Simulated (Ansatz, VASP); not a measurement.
## Two plane-wave programs on LiBr

```xyz
2
Lattice="0.0000 2.7061 2.7061 2.7061 0.0000 2.7061 2.7061 2.7061 0.0000" Properties=species:S:1:pos:R:3 pbc="T T T"
Li    0.0000    0.0000    0.0000
Br    2.7061    2.7061    2.7061
```

Alike in both runs: functional PBEsol; k mesh 10 × 10 × 10; occupations fermi-dirac, width 0.1 eV; no spin polarisation.

Ansatz relaxed the structure, and its values are those at the end. VASP's run is a single point on that final structure, the one shown.

|  | VASP | Ansatz |
| --- | --- | --- |
| version | VASP 6.6.1 | Ansatz 0.2.0 |
| potentials or method | VASP PAW PBE potentials, release 64 (Li_sv, Br) | PAW with Ansatz's default frozen-core files, scalar-relativistic |
| plane-wave cutoff (eV) | 750 | 420 |
| valence electrons in the cell | 10 | 10 |

```csv
,VASP,Ansatz,Ansatz less VASP
pressure (GPa),0.0,0.0,+0.02
```

VASP's potentials were made for PBE, not for PBEsol.
